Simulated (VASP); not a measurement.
# Ge (I4_1/amd) in VASP: a series of runs, part 2 of 2

VASP 6.6.1. Earlier steps stand in the parts before.

## 4. Relaxation of cell and atoms, LDA, target pressure 9.8 GPa, at which the enthalpy is minimised

This run uses another cell than the first one, of 16.30 Å³/atom.

INCAR reads:

```
PREC = Accurate
ENCUT = 600
EDIFF = 1E-7
ISMEAR = 0
SIGMA = 0.1
LREAL = F
LASPH = T
NELM = 80
ALGO = Normal
ISIF = 3
LWAVE = F
LCHARG = F
IBRION = 2
NSW = 80
EDIFFG = -0.05
PSTRESS = 98.0
```

KPOINTS reads:

```
regular mesh
0
Gamma
  8 8 8
```

POSCAR reads:

```
Ge
1.0
   -2.4308589222      2.4308589222      1.3793925274
    2.4308589222     -2.4308589222      1.3793925274
    2.4308589222      2.4308589222     -1.3793925274
Ge
2
Direct
    0.2500000000      0.7500000000      0.5000000000
    0.5000000000      0.5000000000      0.0000000000
```

Potentials or basis: VASP PAW LDA potentials, release 64 (Ge_d).

The run is started by

```console
cat potpaw_LDA.64/Ge_d/POTCAR > POTCAR
mpirun -np 1 vasp_std > vasp.out
```

OUTCAR:

```text
PREC = Accurate
   ENCUT = 600
   EDIFF = 1E-7
   ISMEAR = 0
   LREAL = F
   LASPH = T
   NELM = 80
   ISIF = 3
   IBRION = 2
   NSW = 80
   EDIFFG = -0.05
   PSTRESS = 98.0

 ion  position               nearest neighbor table
   1  0.250  0.750  0.500-   2 2.53   2 2.53   2 2.53   2 2.53
   2  0.500  0.500  0.000-   1 2.53   1 2.53   1 2.53   1 2.53

  LATTYP: Found a body centered tetragonal cell.
 ALAT       =     4.8617178444
 C/A-ratio  =     0.5674506714

  Lattice vectors:

 A1 = (  -2.4308589222,   2.4308589222,   1.3793925274)
 A2 = (   2.4308589222,  -2.4308589222,   1.3793925274)
 A3 = (   2.4308589222,   2.4308589222,  -1.3793925274)

Analysis of symmetry for initial positions (statically):
=====================================================================
 Subroutine PRICEL returns:
 Original cell was already a primitive cell.

 Routine SETGRP: Setting up the symmetry group for a
 body centered tetragonal supercell.

 Subroutine GETGRP returns: Found 16 space group operations
 (whereof  8 operations were pure point group operations)
[... 162 lines left out ...]
  ext. energy  EPLUGINS =         0.00000000
  ---------------------------------------------------
  free energy    TOTEN  =        -9.93330608 eV

  energy without entropy =       -9.92973955  energy(sigma->0) =       -9.93152282

 E-fermi :   7.9529     XC(G=0): -12.2740

 val. band max:        7.9394466942   @ k =   0.2500   0.1250   0.0000
 cond. band min:       8.0959655220   @ k =   0.1250   0.1250   0.0000
 fundamental gap:      0.1565188278
 Fermi energy:         7.9528741703

 k-point     1 :       0.0000    0.0000    0.0000
  band No.  band energies     occupation
      1     -16.9974      2.00000
      2     -16.8936      2.00000
      3     -16.8808      2.00000
      4     -16.8386      2.00000
      5     -16.7270      2.00000
      6     -16.7270      2.00000
[... 481 lines left out ...]
      5     -16.7853      2.00000
      6     -16.7163      2.00000
[... 10 lines left out ...]
     17      12.4640      0.00000
     18      14.1289      0.00000

 [... further k-points ...]
[... 5 lines left out ...]
  --------------------------------------------------------------------------------------
  -------------------------------------------------------------------------------------
  Total        2.0063683      2.0063683      2.0115727      0.0000000      0.0000000      0.0000000
  in kB       98.5947657     98.5947657     98.8505179      0.0000000      0.0000000      0.0000000
  external PRESSURE =       0.6800165 kB  Pullay stress =      98.0000000 kB

 VOLUME and BASIS-vectors are now :
 -----------------------------------------------------------------------------
  energy-cutoff  :      600.00
  volume of cell :       32.60
      direct lattice vectors                 reciprocal lattice vectors
    -2.430858922  2.430858922  1.379392527     0.000000000  0.205688613  0.362478403
     2.430858922 -2.430858922  1.379392527     0.205688613  0.000000000  0.362478403
     2.430858922  2.430858922 -1.379392527     0.205688613  0.205688613  0.000000000

 POSITION                                       TOTAL-FORCE (eV/Angst)
 -----------------------------------------------------------------------------------
      2.43086      0.00000      0.68970        -0.000000     -0.000000      0.000000
      0.00000      0.00000      1.37939         0.000000      0.000000     -0.000000
 -----------------------------------------------------------------------------------
    total drift:                                0.000000     -0.000000      0.000000

  FREE ENERGIE OF THE ION-ELECTRON SYSTEM (eV)
  ---------------------------------------------------
  free  energy   TOTEN  =        -9.9333060767 eV

  energy  without entropy=       -9.9297395542  energy(sigma->0) =       -9.93152282

  enthalpy is  TOTEN    =        -7.9390410959 eV   P V=        1.9942649808

 reached required accuracy - stopping structural energy minimisation
```

OSZICAR:

```text
N       E                     dE             d eps       ncg     rms          rms(c)
DAV:   1     0.153409728550E+03    0.15341E+03   -0.16240E+04  2324   0.497E+03
DAV:   2     0.714098614527E+01   -0.14627E+03   -0.14374E+03  2124   0.539E+02
DAV:   3    -0.953098406883E+01   -0.16672E+02   -0.16442E+02  2300   0.136E+02
DAV:   4    -0.999098469363E+01   -0.46000E+00   -0.45379E+00  2594   0.251E+01
DAV:   5    -0.999766952239E+01   -0.66848E-02   -0.66826E-02  2388   0.277E+00    0.279E+00
DAV:   6    -0.995463732328E+01    0.43032E-01   -0.24110E-02  2764   0.307E+00    0.155E+00
DAV:   7    -0.993370878693E+01    0.20929E-01   -0.19589E-02  2856   0.225E+00    0.118E-01
DAV:   8    -0.993330910007E+01    0.39969E-03   -0.27246E-03  2694   0.106E+00    0.471E-02
DAV:   9    -0.993330574212E+01    0.33579E-05   -0.84982E-05  2616   0.146E-01    0.111E-02
DAV:  10    -0.993330610436E+01   -0.36225E-06   -0.38087E-06  2382   0.222E-02    0.270E-03
DAV:  11    -0.993330607669E+01    0.27670E-07   -0.12467E-07  1494   0.678E-03
   1 F= -.79390411E+01 E0= -.79372578E+01  d E =-.793904E+01
```

Wall time 16 s (1 thread of Intel Xeon 6975P-C (Granite Rapids), shared host); peak memory 0.16 GiB.

What came out:

```yaml
Free_energy: -9.9333 eV
Pressure_after_relaxing: 9.9 GPa
Band_gap_on_the_k_mesh: zero (bands 14 and 15 overlap by 5.38 eV)
```

Final structure:
```
Ge
1.0
    -2.43086    2.43086    1.37939
     2.43086   -2.43086    1.37939
     2.43086    2.43086   -1.37939
Ge
2
Cartesian
  2.4309 0.0000 0.6897
  0.0000 0.0000 1.3794
```

Levels at points of the mesh, in eV from the Fermi level:
| k point | band 12 | band 13 | band 14 | band 15 | band 16 | band 17 |
| --- | --- | --- | --- | --- | --- | --- |
| (0.00, 0.00, 0.00) | -3.02 | -2.41 | -2.41 | 3.36 | 8.35 | 8.55 |
| (0.50, 0.00, 0.00) | -7.10 | -2.37 | -2.08 | -1.79 | 2.34 | 4.13 |
| (0.50, 0.50, 0.00) | -11.25 | 0.93 | 0.93 | 2.79 | 2.79 | 7.44 |
| (0.50, 0.50, 0.50) | -9.00 | -6.64 | -6.64 | 5.70 | 5.70 | 13.19 |

Caveat: the relaxation stopped at its first step, so nothing moved; the cell is relaxed towards a set pressure, so the run minimises the enthalpy, not the energy.

## 5. Relaxation of cell and atoms, LDA, target pressure 9.8 GPa, at which the enthalpy is minimised

This run uses another cell than the first one, of 18.52 Å³/atom.

INCAR reads:

```
SYSTEM = Ge
ALGO     = Normal         ! electronic algorithm
EDIFF    = 1E-6           ! SCF threshold, eV
EDIFFG   = -0.05          ! ionic threshold
ENCUT    = 600            ! plane-wave cutoff, eV
IBRION   = 2              ! ionic algorithm
ISIF     = 3              ! what is computed and relaxed
ISMEAR   = 0              ! smearing method
LASPH    = .True.         ! aspherical terms in the spheres
LCHARG   = .False.        ! write CHGCAR
LREAL    = .False.        ! projectors in reciprocal space
LWAVE    = .False.        ! write WAVECAR
NELM     = 80             ! most SCF steps
NSW      = 80             ! ionic steps
PREC     = Accurate       ! precision mode
PSTRESS  = 98.0         
SIGMA    = 0.1            ! smearing width, eV
```

KPOINTS reads:

```
k-points
0
Gamma
  8 8 8
  0 0 0
```

POSCAR reads:

```
Ge
1.0
   -2.5744897190      2.5744897190      1.3974126432
    2.5744897190     -2.5744897190      1.3974126432
    2.5744897190      2.5744897190     -1.3974126432
Ge
2
Direct
    0.2500000000      0.7500000000      0.5000000000
    0.5000000000      0.5000000000      0.0000000000
```

The run is started by

```console
cat potpaw_LDA.64/Ge_d/POTCAR > POTCAR
mpirun -np 1 vasp_std > vasp.out
```

Run time: 58 s. Hardware: 1 thread of Intel Xeon 6975P-C (Granite Rapids), shared host; peak memory 0.18 GiB.

Results (log left out):

```yaml
Free_energy: -9.9400 eV
Relaxed_volume: 16.35 Å³/atom
Relaxed_cell: a = 3.706 Å, b = 3.706 Å, c = 3.706 Å, α = 97.99°, β = 97.99°, γ = 136.21°
Space_group_after_relaxing_to_0.1_Å: I4_1/amd (No. 141)
Energy_change_on_relaxing_the_run_minimises_the_enthalpy: +30.4 meV/atom
Ionic_steps: 6
Pressure_after_relaxing: 9.7 GPa
Band_gap_on_the_k_mesh: zero (bands 14 and 15 overlap by 5.37 eV)
```

Stress tensor (GPa, compression positive):
```
9.82 0.00 0.00
0.00 9.82 0.00
0.00 0.00 9.49
```

The path:
| step | energy change (eV) | largest force (eV/Å) | pressure (GPa) | volume (Å³) |
| --- | --- | --- | --- | --- |
| 1 | 0.0000 | 0.0000 | -2.58 | 37.05 |
| 2 | 0.3445 | 0.0000 | 23.37 | 29.88 |
| 3 | 0.0753 | 0.0000 | 10.13 | 32.63 |
| 4 | 0.0643 | 0.0000 | 9.46 | 32.67 |
| 5 | 0.0711 | 0.0000 | 9.72 | 32.74 |
| 6 | 0.0607 | 0.0000 | 9.71 | 32.69 |

Final structure:
```yaml
crystal:
  lattice:
    - [-2.43174, 2.43174, 1.38216]
    - [2.43174, -2.43174, 1.38216]
    - [2.43174, 2.43174, -1.38216]
  atoms:
    - { symbol: Ge, position: [0.25000, 0.75000, 0.50000] }
    - { symbol: Ge, position: [0.50000, 0.50000, 0.00000] }
```

Levels at points of the mesh, in eV from the Fermi level:
```
           k point  band 11  band 12  band 13  band 14  band 15  band 16  band 17  band 18
(0.00, 0.00, 0.00)   -14.37    -3.00    -2.39    -2.39     3.38     8.30     8.50     8.89
(0.50, 0.00, 0.00)    -8.72    -7.09    -2.37    -2.06    -1.79     2.34     4.13     6.40
(0.50, 0.50, 0.00)   -11.22   -11.22     0.94     0.94     2.80     2.80     7.40     7.40
(0.50, 0.50, 0.50)    -8.98    -8.98    -6.61    -6.61     5.66     5.66    13.18    13.18
```

Caveat: the cell is relaxed towards a set pressure, so the run minimises the enthalpy, not the energy.

## 6. The runs side by side

| task | cell | k mesh | cutoff (eV) | smearing | gap on the mesh (eV) | pressure (GPa) |
| --- | --- | --- | --- | --- | --- | --- |
| relaxation of cell and atoms | relaxed to 13.3 GPa from a = 3.672 Å, angles 98.0, 98.0, 136.3°, 2 atoms | 18 × 18 × 18 | 600 | fermi-dirac 0.1 eV | none | 13.3 |
| single point | a = 3.704 Å, angles 98.0, 98.0, 136.3°, 2 atoms | 8 × 8 × 8 | 520 | gaussian 0.1 eV | none | 9.8 |
| relaxation of cell and atoms | relaxed to 9.8 GPa from a = 3.704 Å, angles 98.0, 98.0, 136.3°, 2 atoms | 8 × 8 × 8 | 600 | gaussian 0.1 eV | none | 9.9 |
| relaxation of cell and atoms | relaxed to 9.8 GPa from a = 3.900 Å, angles 97.4, 97.4, 138.0°, 2 atoms | 8 × 8 × 8 | 600 | gaussian 0.1 eV | none | 9.7 |

Alike in all rows: level LDA; potentials or basis VASP PAW LDA potentials, release 64 (Ge_d); no spin polarisation.

Caveats: the cell is relaxed towards a set pressure, so the run minimises the enthalpy, not the energy (at least some runs); the cell stands under pressure (at least some runs); the relaxation stopped at its first step, so nothing moved (at least some runs).

Total energies depend on the potentials used, so only differences within one code and one set of settings carry meaning.
